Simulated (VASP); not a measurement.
# W9C8F6 in VASP: notebook, part 2 of 2

VASP 6.6.1. Earlier steps stand in the parts before.

## (3) Single point, LDA

INCAR

```
  ALGO = Normal
  EDIFF = 1E-6
  ENCUT = 520
  GGA = CA
  ISIF = 2
  ISMEAR = -1
  LASPH = True
  LCHARG = False
  LREAL = Auto
  LWAVE = False
  NBANDS = 117
  NELM = 60
  PREC = Accurate
  SIGMA = 0.15
```

KPOINTS

```
k-points
0
Gamma
  3 3 1
```

POSCAR

```
W9C8F6
1.0
    5.8006000000      0.0000000000      0.0000000000
   -2.9003000000      5.0234670000      0.0000000000
    0.0000000000      0.0000000000     17.2466500000
W C F
9 8 6
Direct
    0.0000000000      0.0000000000      0.0579822748
   -0.0040403055     -0.0007365431      0.2287632671
   -0.0000119541      0.4999933313      0.0579822748
    0.0174529602      0.5319234704      0.2288618369
    0.5000000000      0.0000000000      0.0579822748
    0.5227802694      0.0003583183      0.2292619146
    0.5000052854      0.4999933313      0.0579822748
    0.5205640711      0.4979429545      0.2299635002
    0.0323425088      0.8146763978      0.5313785576
    0.3325750770      0.1668568739      0.1332548640
    0.3776758194      0.2205448946      0.2923524279
    0.3619083992      0.6708912391      0.1390472932
    0.3221403033      0.6879312634      0.2957965750
    0.8339086567      0.2103129174      0.1385486457
    0.8530006887      0.2296023842      0.2945789472
    0.8256316427      0.6565386017      0.1356785231
    0.8418532512      0.6847063990      0.2891807974
    0.1779225809      0.8495527093      0.4347337019
    0.0953220130      1.1514756641      0.5265196429
   -0.2526552801      0.7248380451      0.4758315383
   -0.1120042983      0.4123048882      0.5347879153
    0.3016311170      0.7774511110      0.5703368480
   -0.0055244106      0.8124866750      0.6395676842
```

Potentials or basis: VASP PAW LDA potentials, release 64 (W_sv, C, F).

The run is started by

```console
$ cat potpaw_LDA.64/W_sv/POTCAR potpaw_LDA.64/C/POTCAR potpaw_LDA.64/F/POTCAR > POTCAR
$ mpirun -np 1 vasp_std > vasp.out
```

OUTCAR:

```text
EDIFF = 1E-6
   ENCUT = 520
   GGA = CA
   ISIF = 2
   ISMEAR = -1
   LASPH = True
   LREAL = Auto
   NELM = 60
   PREC = Accurate

 ion  position               nearest neighbor table
   1  0.000  0.000  0.058-  10 2.12  16 2.18  14 2.35   3 2.90   7 2.90   5 2.90   5 2.90   7 2.90
                             3 2.90   2 2.95
   2  0.996  0.999  0.229-  17 1.89  15 2.21  11 2.22  16 2.35  10 2.36  14 2.44   6 2.75   4 2.78
                             8 2.84   1 2.95   8 2.97   4 3.03   6 3.05
   3  1.000  0.500  0.058-  14 2.02  16 2.14  12 2.29   7 2.90   5 2.90   1 2.90   1 2.90   5 2.90
[... 822 lines left out ...]
  Total        5.4515232      1.4386286    -12.3382577      5.5895365     -8.7522821      2.0772232
  in kB       17.3798981      4.5864646    -39.3353662     17.8198958    -27.9029853      6.6223560
  external PRESSURE =      -5.7896679 kB  Pullay stress =       0.0000000 kB

 VOLUME and BASIS-vectors are now :
 -----------------------------------------------------------------------------
  energy-cutoff  :      520.00
  volume of cell :      502.55
      direct lattice vectors                 reciprocal lattice vectors
     5.800600000  0.000000000  0.000000000     0.172395959  0.099532853  0.000000000
    -2.900300000  5.023467000  0.000000000     0.000000000  0.199065705  0.000000000
     0.000000000  0.000000000 17.246650000     0.000000000  0.000000000  0.057982275

 POSITION                                       TOTAL-FORCE (eV/Angst)
 -----------------------------------------------------------------------------------
      0.00000      0.00000      1.00000        -0.110957      0.277836      1.719800
      2.87900      5.01977      3.94540         0.794264      4.217370     -0.848910
      4.35040      2.51170      1.00000         0.271722      0.683630      1.429242
     -1.44150      2.67210      3.94710         0.851680     -1.779827     -2.712042
      2.90030      0.00000      1.00000         0.315981      0.168840      1.794449
      3.03140      0.00180      3.95400        -2.663935      2.522281     -0.489351
[... 15 lines left out ...]
     -0.50520      3.90550      9.83640         2.304987      0.788665     -0.576469
      3.41210      4.08150     11.03040        -1.448391      0.216019     -0.676098
 -----------------------------------------------------------------------------------
    total drift:                                0.006029      0.013946     -0.036274

  FREE ENERGIE OF THE ION-ELECTRON SYSTEM (eV)
  ---------------------------------------------------
  free  energy   TOTEN  =      -219.8322726266 eV

  energy  without entropy=     -219.4256065145  energy(sigma->0) =     -219.62893957
```

OSZICAR:

```text
N       E                     dE             d eps       ncg     rms          rms(c)
DAV:   1     0.242052202136E+04    0.24205E+04   -0.11643E+05  1338   0.168E+03
DAV:   2    -0.648775409114E+02   -0.24854E+04   -0.24301E+04  1339   0.506E+02
DAV:   3    -0.250442009328E+03   -0.18556E+03   -0.18121E+03  1436   0.136E+02
DAV:   4    -0.257111660982E+03   -0.66697E+01   -0.66174E+01  1348   0.258E+01
[... 20 lines left out ...]
DAV:  25    -0.219832247270E+03   -0.26679E-04   -0.68632E-06  1052   0.720E-03    0.347E-03
DAV:  26    -0.219832262434E+03   -0.15163E-04   -0.41006E-06   975   0.599E-03    0.304E-03
DAV:  27    -0.219832269438E+03   -0.70040E-05   -0.25305E-06   885   0.404E-03    0.157E-03
DAV:  28    -0.219832272230E+03   -0.27920E-05   -0.65843E-07   781   0.227E-03    0.712E-04
DAV:  29    -0.219832272627E+03   -0.39675E-06   -0.17256E-07   615   0.118E-03
   1 F= -.21983227E+03 E0= -.21962894E+03  d E =-.406666E+00
```

Run time: 12 min. Hardware: 1 thread of Intel Xeon Platinum 8488C (Sapphire Rapids), shared host; peak memory 0.55 GiB.

What came out:

```yaml
Free_energy: -219.8323 eV
Largest_force: 7.340 eV/Å
Band_gap_on_the_k_mesh: zero (bands 100 and 101 overlap by 0.81 eV)
```

Forces on the atoms (eV/Å):
```
W   -0.111  0.278  1.720
W    0.794  4.217 -0.849
W    0.272  0.684  1.429
W    0.852 -1.780 -2.712
W    0.316  0.169  1.794
W   -2.664  2.522 -0.489
W   -0.009  0.136  1.258
W   -4.155  4.021 -4.521
W    2.912 -3.600  2.430
C    0.113 -0.466  0.682
C   -0.555 -5.966  2.019
C   -1.330  0.283 -1.050
C    2.733  0.067 -0.021
C    1.601 -2.858 -0.632
C    1.288 -3.293 -0.271
C    0.412  1.378 -0.806
C    0.454  0.614  2.518
F    1.053  0.377 -0.145
F    0.283  1.061  0.364
F   -3.559 -1.575 -1.209
F   -1.558  2.725 -0.256
F    2.305  0.789 -0.576
F   -1.448  0.216 -0.676
```

Caveat: the k points lie up to 0.42 Å⁻¹ apart, too coarse for converged energies and pressures of a metal; the atoms stand as in a frame of molecular dynamics; there is no dipole correction, which matters where the two faces differ; spin-orbit coupling is left out, which moves the levels of the heavy elements.
